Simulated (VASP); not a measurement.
**MgB2: relaxation of cell and atoms with PBE+D3(BJ)**

MgB2:

```
Mg B
1.0
     3.08500    0.00000    0.00000
    -1.54250    2.67169    0.00000
     0.00000    0.00000    3.52300
Mg B
1 2
Direct
  0.00000 0.00000 0.00000
  0.66667 0.33333 0.50000
  0.33333 0.66667 0.50000
```

```json
{"Program": "VASP 6.6.1", "Task": "relaxation of cell and atoms", "Functional": "PBE", "Dispersion": "D3(BJ)", "Potentials or basis": "VASP PAW PBE potentials, release 64 (Mg, B)", "Cutoff": "600 eV", "k mesh": "10 × 10 × 8", "Occupations": "fermi-dirac, width 0.05 eV", "Spin": "no spin polarisation", "Dipole correction": "no", "Further INCAR settings": "ALGO = Normal; EDIFF = 1e-06; IBRION = 2; EDIFFG = -0.01; NSW = 60; ISIF = 3"}
```

| Quantity | Value |
| --- | --- |
| Relaxed volume | 9.27 Å³/atom |
| Relaxed cell | a = 3.053 Å, b = 3.053 Å, c = 3.448 Å, α = 90.00°, β = 90.00°, γ = 120.00° |
| Space group after relaxing (to 0.05 Å) | P6/mmm (No. 191) |
| Energy gained by relaxing | 7.8 meV/atom |
| Ionic steps | 5 |
| Pressure after relaxing | 0.0 GPa |
| Band gap on the k mesh | zero (band 4 reaches 6.77 eV, above the bottom of band 5 at 4.15 eV) |
| Dispersion energy per atom | -0.295 eV |

Step by step:
| step | energy change (eV) | largest force (eV/Å) | pressure (GPa) | volume (Å³) |
| --- | --- | --- | --- | --- |
| 1 | 0.0000 | 0.0000 | -5.96 | 29.04 |
| 2 | -0.0196 | 0.0000 | 2.10 | 27.55 |
| 3 | -0.0218 | 0.0000 | 0.03 | 27.90 |
| 4 | -0.0232 | 0.0000 | 0.02 | 27.85 |
| 5 | -0.0234 | 0.0000 | 0.02 | 27.82 |

Final structure:
```
CELL_PARAMETERS angstrom
3.05257 0.00000 0.00000
-1.52628 2.64360 0.00000
0.00000 0.00000 3.44802
ATOMIC_POSITIONS crystal
Mg 0.00000 0.00000 0.00000
B 0.66667 0.33333 0.50000
B 0.33333 0.66667 0.50000
```

Levels at points of the mesh, in eV from the Fermi level:
```tsv
k point	band 2	band 3	band 4	band 5	band 6	band 7
(0.00, 0.00, 0.00)	-2.95	0.29	0.29	1.89	6.33	6.33
(0.50, 0.00, 0.00)	-8.06	-2.30	0.22	3.19	3.85	5.63
(0.00, 0.00, 0.50)	-7.65	0.71	0.71	6.66	6.66	8.02
(0.50, 0.00, 0.50)	-7.09	-3.74	-1.99	-1.39	5.86	9.04
```

Run time: 2.3 min on 1 thread of Intel Xeon 8259CL, with other jobs on the host, peak memory 0.18 GiB.

Caveat: pairwise dispersion overbinds metals, which lowers pressure and volume.
